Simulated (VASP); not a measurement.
# Zn3CdTe4 (Pmm2) in VASP: single point with PBE

Aim: the single point of Zn3CdTe4 with PBE.

Program: VASP 6.6.1. These are calculated values, not measurements. Logs are shortened: lines on timing, memory, paths and dates and some standing lists are left out, and cuts for length are marked.

### 1 The cell of the first run

It takes space group Pmm2 (No. 25, orthorhombic). The conventional cell has a = 4.438 Å, b = 8.899 Å, c = 6.294 Å, α = 90.00°, β = 90.00°, γ = 90.00°. Within 3.5 Å of Zn (site symmetry m) lie 4 Te at 2.69 Å. Zn (site symmetry mm2) has 4 Te at 2.67 to 2.70 Å within 3.5 Å. Cd (site symmetry mm2) has 4 Te at 2.83 to 2.84 Å within 3.7 Å. Te (site symmetry m) has 3 Zn at 2.67 to 2.69 Å and 1 Cd at 2.84 Å within 3.5 Å. Te (site symmetry mm2) has 4 Zn at 2.69 to 2.70 Å within 3.6 Å. Within 3.5 Å of Te (site symmetry mm2) lie 2 Zn at 2.69 Å and 2 Cd at 2.83 Å.

### 2 Single point, PBE

INCAR

```
SYSTEM = Zn3CdTe4
PREC = Accurate
ENCUT = 520
EDIFF = 1E-7
ISMEAR = 0
SIGMA = 0.02
LREAL = .FALSE.
LASPH = .TRUE.
NELM = 100
ALGO = Normal
ISIF = 2
LWAVE = .FALSE.
LCHARG = .FALSE.
GGA = PE
NBANDS = 46
```

KPOINTS

```
regular mesh
0
G
  6 4 6
  0 0 0
```

POSCAR

```
Zn3CdTe4
1.0
    4.4380677585      0.0000000000      0.0000000000
    0.0000000000      8.8985011012      0.0000000000
    0.0000000000      0.0000000000      6.2937749164
Zn Cd Te
3 1 4
Direct
    0.0000000000      0.7581910064      0.0003031924
    0.5000000000      0.0000000000      0.5008886546
    0.0000000000      0.2418089936      0.0003031924
    0.5000000000      0.5000000000      0.5008026879
    0.5000000000      0.7619809970      0.7594778802
    0.0000000000      0.0000000000      0.2575672902
    0.5000000000      0.2380190030      0.7594778802
    0.0000000000      0.5000000000      0.2211792222
```

Potentials or basis: VASP PAW PBE potentials, release 64 (Zn, Cd, Te).

Launch:

```sh
$ cat potpaw_PBE.64/Zn/POTCAR potpaw_PBE.64/Cd/POTCAR potpaw_PBE.64/Te/POTCAR > POTCAR
$ mpirun -np 1 vasp_std > vasp.out
```

OUTCAR:

```text
SYSTEM = Zn3CdTe4
   PREC = Accurate
   ENCUT = 520
   EDIFF = 1E-7
   ISMEAR = 0
   LREAL = .FALSE.
   LASPH = .TRUE.
   NELM = 100
   ISIF = 2
   GGA = PE

 ion  position               nearest neighbor table
   1  0.000  0.758  0.000-   8 2.69   5 2.69   5 2.69   6 2.69
   2  0.500  0.000  0.501-   5 2.67   7 2.67   6 2.70   6 2.70
   3  0.000  0.242  0.000-   8 2.69   7 2.69   7 2.69   6 2.69
   4  0.500  0.500  0.501-   8 2.83   8 2.83   5 2.84   7 2.84
   5  0.500  0.762  0.759-   2 2.67   1 2.69   1 2.69   4 2.84
   6  0.000  0.000  0.258-   1 2.69   3 2.69   2 2.70   2 2.70
   7  0.500  0.238  0.759-   2 2.67   3 2.69   3 2.69   4 2.84
   8  0.000  0.500  0.221-   1 2.69   3 2.69   4 2.83   4 2.83

  LATTYP: Found a simple orthorhombic cell.
 ALAT       =     4.4380677585
 B/A-ratio  =     1.4181340301
 C/A-ratio  =     2.0050394869

  Lattice vectors:

 A1 = (  -4.4380677585,   0.0000000000,   0.0000000000)
 A2 = (   0.0000000000,   0.0000000000,   6.2937749164)
 A3 = (   0.0000000000,   8.8985011012,   0.0000000000)

Analysis of symmetry for initial positions (statically):
=====================================================================
 Subroutine PRICEL returns:
 Original cell was already a primitive cell.

 Routine SETGRP: Setting up the symmetry group for a
 simple orthorhombic supercell.

 Subroutine GETGRP returns: Found  4 space group operations
 (whereof  4 operations were pure point group operations)
 out of a pool of  8 trial point group operations.

The static configuration has the point symmetry C_2v.

Analysis of symmetry for dynamics (positions and initial velocities):
=====================================================================
 Subroutine PRICEL returns:
 Original cell was already a primitive cell.

 Routine SETGRP: Setting up the symmetry group for a
 simple orthorhombic supercell.

 Subroutine GETGRP returns: Found  4 space group operations
 (whereof  4 operations were pure point group operations)
 out of a pool of  8 trial point group operations.

The dynamic configuration has the point symmetry C_2v.

 Subroutine INISYM returns: Found  4 space group operations
 (whereof  4 operations are pure point group operations),
 and found     1 'primitive' translations

----------------------------------------------------------------------------------------

                                     Primitive cell

  volume of cell :     248.5547

  direct lattice vectors                    reciprocal lattice vectors
     4.438067758  0.000000000  0.000000000     0.225323284  0.000000000  0.000000000
     0.000000000  8.898501101  0.000000000     0.000000000  0.112378477  0.000000000
     0.000000000  0.000000000  6.293774916     0.000000000  0.000000000  0.158887156

  length of vectors
     4.438067758  8.898501101  6.293774916     0.225323284  0.112378477  0.158887156

  position of ions in fractional coordinates (direct lattice)
     0.000000000  0.758191006  0.000303192
     0.500000000  0.000000000  0.500888655
     0.000000000  0.241808994  0.000303192
     0.500000000  0.500000000  0.500802688
     0.500000000  0.761980997  0.759477880
     0.000000000  0.000000000  0.257567290
     0.500000000  0.238019003  0.759477880
     0.000000000  0.500000000  0.221179222

  ion indices of the primitive-cell ions
   primitive index   ion index
                 1           1
                 2           2
                 3           3
                 4           4
                 5           5
                 6           6
                 7           7
                 8           8

----------------------------------------------------------------------------------------

 KPOINTS: regular mesh

Automatic generation of k-mesh.
 Grid dimensions read from file:
 generate k-points for:    6    4    6

 Generating k-lattice:

  Cartesian coordinates                     Fractional coordinates (reciprocal lattice)
     0.037553881  0.000000000  0.000000000     0.166666667  0.000000000  0.000000000
     0.000000000  0.028094619  0.000000000     0.000000000  0.250000000  0.000000000
     0.000000000  0.000000000  0.026481193     0.000000000  0.000000000  0.166666667

  Length of vectors
     0.037553881  0.028094619  0.026481193

  Shift w.r.t. Gamma in fractional coordinates (k-lattice)
     0.000000000  0.000000000  0.000000000

 Subroutine IBZKPT returns following result:
 ===========================================

 Found     48 irreducible k-points:

 Following reciprocal coordinates:
            Coordinates               Weight
  0.000000  0.000000  0.000000      1.000000
  0.166667  0.000000  0.000000      2.000000
  0.333333  0.000000  0.000000      2.000000
  0.500000  0.000000  0.000000      1.000000
  0.000000  0.250000  0.000000      2.000000
  0.166667  0.250000  0.000000      4.000000
[... 16 lines left out ...]
  0.333333  0.500000  0.166667      4.000000
  0.500000  0.500000  0.166667      2.000000
 [... further k-points ...]
   k-points           NKPTS =     48   k-points in BZ     NKDIM =     48   number of bands    NBANDS=     46
   number of dos      NEDOS =    301   number of ions     NIONS =      8
   total plane-waves  NPLWV = 120960
   dimension x,y,z NGX =    36 NGY =   70 NGZ =   48
   dimension x,y,z NGXF=    72 NGYF=  140 NGZF=   96
   ions per type =               3   1   4
   NGX,Y,Z   is equivalent  to a cutoff of  13.49, 13.08, 12.68 a.u.
   NGXF,Y,Z  is equivalent  to a cutoff of  26.97, 26.16, 25.36 a.u.
 SYSTEM =  Zn3CdTe4
   PREC   = accura    normal or accurate (medium, high low for compatibility)
   ISTART =      0    job   : 0-new  1-cont  2-samecut
   ICHARG =      2    charge: 1-file 2-atom 10-const
   ISPIN  =      1    spin polarized calculation?
   LNONCOLLINEAR =      F non collinear calculations
   LSORBIT =      F    spin-orbit coupling
   LASPH  =      T    aspherical Exc in radial PAW
   ENCUT  =  520.0 eV  38.22 Ry    6.18 a.u.   8.25 16.55 11.70*2*pi/ulx,y,z
   NELM   =    100;   NELMIN=  2; NELMDL= -5     # of ELM steps
   EDIFF  = 0.1E-06   stopping-criterion for ELM
   LREAL  =      F    real-space projection
   EDIFFG = 0.1E-05   stopping-criterion for IOM
   NSW    =      0    number of steps for IOM
   IBRION =     -1    ionic relax: 0-MD 1-quasi-New 2-CG
   NFREE  =      0    steps in history (QN), initial steepest desc. (CG)
   ISIF   =      2    stress and relaxation
   ISYM   =      2    0-nonsym 1-usesym 2-fastsym
   POTIM  = 0.5000    time-step for ionic-motion
   TEBEG  =    0.0;   TEEND  =   0.0 temperature during run
   PSTRESS=    0.0 pullay stress
   NELECT =      72.0000    total number of electrons
   NUPDOWN=      -1.0000    fix difference up-down
   EMIN   =  10.00;   EMAX   =-10.00  energy-range for DOS
   EFERMI =   0.00;   METHOD = LEGACY
   ISMEAR =     0;   SIGMA  =   0.02  broadening in eV -4-tet -1-fermi 0-gaus
   EFERMI_NEDOS =   21; number of points for ismear=-14 and -15
   IALGO  =     38    algorithm
   IMIX   =      4    mixing-type and parameters
     AMIX     =   0.40;   BMIX     =  1.00
     AMIX_MAG =   1.60;   BMIX_MAG =  1.00
  volume/ion in A,a.u.               =      31.07       209.67
  Fermi-wavevector in a.u.,A,eV,Ry     =   1.083208  2.046965 15.964240  1.173339
  Thomas-Fermi vector in A             =   2.219268
   LORBIT       =      0    0 simple, 1 ext, 2 COOP (PROOUT), +10 PAW based schemes
   GGA     = PE    functional components
   LHFCALC =     F    Hartree Fock is set to
   AEXX    =    0.0000 exact exchange contribution
   IVDW    =     0    specifies the selected vdW correction
   LEPSILON=     F    determine dielectric tensor
   LRPA    =     F    only Hartree local field effects (RPA)
 non-spin polarized calculation
 Gauss-broadening in eV      SIGMA  =   0.02
  energy-cutoff  :      520.00
  volume of cell :      248.55
 maximum number of plane-waves:      6756
 NGX is ok and might be reduce to    36
   NGX = 17   NGY = 33   NGZ = 23

 number of electron      72.0000007 magnetization

 Free energy of the ion-electron system (eV)
  ---------------------------------------------------
  ext. energy  EPLUGINS =         0.00000000
  ---------------------------------------------------
  free energy    TOTEN  =       -20.31378214 eV

  energy without entropy =      -20.31378214  energy(sigma->0) =      -20.31378214

 E-fermi :   2.7361     XC(G=0):  -8.6666

 val. band max:        2.5968277146   @ k =   0.0000   0.0000   0.0000
 cond. band min:       3.4672769743   @ k =   0.0000   0.0000   0.0000
 fundamental gap:      0.8704492596
 Fermi energy:         2.7361493600

 k-point     1 :       0.0000    0.0000    0.0000
  band No.  band energies     occupation
      1      -8.8054      2.00000
      2      -8.1517      2.00000
      3      -8.0921      2.00000
      4      -7.8752      2.00000
      5      -5.5687      2.00000
      6      -5.4746      2.00000
[... 38 lines left out ...]
     45       7.7782      0.00000
     46       8.0892      0.00000

 k-point     2 :       0.1667    0.0000    0.0000
  band No.  band energies     occupation
      1      -8.7009      2.00000
      2      -8.0887      2.00000
      3      -8.0432      2.00000
      4      -7.8783      2.00000
      5      -5.5560      2.00000
      6      -5.4568      2.00000
[... 38 lines left out ...]
     45       7.2114      0.00000
     46       7.6137      0.00000

 k-point     3 :       0.3333    0.0000    0.0000
  band No.  band energies     occupation
      1      -8.4329      2.00000
      2      -7.9663      2.00000
      3      -7.9547      2.00000
      4      -7.9103      2.00000
      5      -5.5149      2.00000
      6      -5.4582      2.00000
[... 38 lines left out ...]
     45       7.9064      0.00000
     46       8.1992      0.00000

 k-point     4 :       0.5000    0.0000    0.0000
  band No.  band energies     occupation
      1      -8.1436      2.00000
      2      -8.1228      2.00000
      3      -7.8833      2.00000
      4      -7.8800      2.00000
      5      -5.4873      2.00000
      6      -5.4654      2.00000
[... 920 lines left out ...]
     45       8.0205      0.00000
     46       8.1007      0.00000

 k-point    23 :       0.3333    0.5000    0.1667
  band No.  band energies     occupation
      1      -8.2787      2.00000
      2      -8.1778      2.00000
      3      -7.9172      2.00000
      4      -7.9026      2.00000
      5      -5.5091      2.00000
      6      -5.4605      2.00000
[... 38 lines left out ...]
     45       8.4480      0.00000
     46       8.4616      0.00000

 k-point    24 :       0.5000    0.5000    0.1667
  band No.  band energies     occupation
      1      -8.0583      2.00000
      2      -8.0254      2.00000
      3      -8.0063      2.00000
      4      -7.9470      2.00000
      5      -5.4808      2.00000
      6      -5.4627      2.00000
[... 38 lines left out ...]
     45       8.6145      0.00000
     46       8.6837      0.00000

 [... further k-points ...]

------------------------ aborting loop because EDIFF is reached ----------------------------------------

  FORCE on cell =-STRESS in cart. coord.  units (eV):
  Direction    XX          YY          ZZ          XY          YZ          ZX
  --------------------------------------------------------------------------------------
  -------------------------------------------------------------------------------------
  Total        0.1447604      0.1371428      0.1473771      0.0000000      0.0000000      0.0000000
  in kB        0.9331217      0.8840188      0.9499889      0.0000000      0.0000000      0.0000000
  external PRESSURE =       0.9223765 kB  Pullay stress =       0.0000000 kB

 VOLUME and BASIS-vectors are now :
 -----------------------------------------------------------------------------
  energy-cutoff  :      520.00
  volume of cell :      248.55
      direct lattice vectors                 reciprocal lattice vectors
     4.438067758  0.000000000  0.000000000     0.225323284  0.000000000  0.000000000
     0.000000000  8.898501101  0.000000000     0.000000000  0.112378477  0.000000000
     0.000000000  0.000000000  6.293774916     0.000000000  0.000000000  0.158887156

 POSITION                                       TOTAL-FORCE (eV/Angst)
 -----------------------------------------------------------------------------------
      0.00000      6.74676      0.00191         0.000000     -0.000889      0.000065
      2.21903      0.00000      3.15248         0.000000      0.000000     -0.002058
      0.00000      2.15174      0.00191         0.000000      0.000889      0.000065
      2.21903      4.44925      3.15194         0.000000      0.000000      0.001572
      2.21903      6.78049      4.77998        -0.000000      0.005747      0.004300
      0.00000      0.00000      1.62107         0.000000      0.000000      0.000802
      2.21903      2.11801      4.77998        -0.000000     -0.005747      0.004300
      0.00000      4.44925      1.39205         0.000000      0.000000     -0.009047
 -----------------------------------------------------------------------------------
    total drift:                                0.000000      0.000000     -0.000387

  FREE ENERGIE OF THE ION-ELECTRON SYSTEM (eV)
  ---------------------------------------------------
  free  energy   TOTEN  =       -20.3137821447 eV

  energy  without entropy=      -20.3137821447  energy(sigma->0) =      -20.31378214
```

Run time: 7.8 min. Hardware: 1 thread of Intel Xeon Platinum 8259CL at 2.50GHz (Skylake/Cascade Lake), shared host; peak memory 0.66 GiB.

What came out:

| Item | Value |
| --- | --- |
| Free energy | -20.3138 eV |
| Pressure | 0.1 GPa |
| Largest force | 0.009 eV/Å |
| Band gap on the k mesh | 0.87 eV |

Forces in eV/Å, atoms in the order of the input:
```
Zn   0.000 -0.001  0.000
Zn   0.000  0.000 -0.002
Zn   0.000  0.001  0.000
Cd   0.000  0.000  0.002
Te   0.000  0.006  0.004
Te   0.000  0.000  0.001
Te   0.000 -0.006  0.004
Te   0.000  0.000 -0.009
```

Caveat: spin-orbit coupling is left out, which moves the levels of the heavy elements.
